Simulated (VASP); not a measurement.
A run of VASP 6.6.1 is set up as follows.

Contents of INCAR:

```
PREC = Accurate ; ENCUT = 520
EDIFF = 1E-6 ; ISMEAR = 0
SIGMA = 0.1 ; LREAL = False
LASPH = True ; NELM = 150
ALGO = Normal ; ISIF = 2
LWAVE = False ; LCHARG = True
ISPIN = 2 ; MAGMOM = 0 1.71 0 0 0 0
LORBIT = 11 ; LMAXMIX = 4
GGA = PE ; LELF = True
LVHAR = True ; NBANDS = 50
```

File KPOINTS:

```
regular mesh
0
Gamma
  4 4 4
```

The input POSCAR:

```
RbCoW4
1.0
    0.0000000000      3.8494153928      3.8494153928
    3.8494153928      0.0000000000      3.8494153928
    3.8494153928      3.8494153928      0.0000000000
Rb Co W
1 1 4
Direct
    0.0000000000      0.0000000000      0.0000000000
    0.2500000000      0.2500000000      0.2500000000
    0.6251474117      0.1245577648      0.6251474117
    0.6251474117      0.6251474117      0.1245577648
    0.6251474117      0.6251474117      0.6251474117
    0.1245577648      0.6251474117      0.6251474117
```

Potentials or basis: VASP PAW PBE potentials, release 64 (Rb_sv, Co, W_sv).

Command:

```sh
$ cat potpaw_PBE.64/Rb_sv/POTCAR potpaw_PBE.64/Co/POTCAR potpaw_PBE.64/W_sv/POTCAR > POTCAR
$ mpirun -np 1 vasp_std > vasp.out
```

Question: Estimate the site moments.

Answer: Rb +0.00; Co +1.75; W +0.06 μB.

Question: What does it give for the net moment?

Answer: 1.90 μB per cell.

Forces in eV/Å, atoms in the order of the input:
```
Rb   0.000  0.000  0.000
Co   0.000  0.000  0.000
W    0.024 -0.024  0.024
W    0.024  0.024 -0.024
W   -0.024 -0.024 -0.024
W   -0.024  0.024  0.024
```
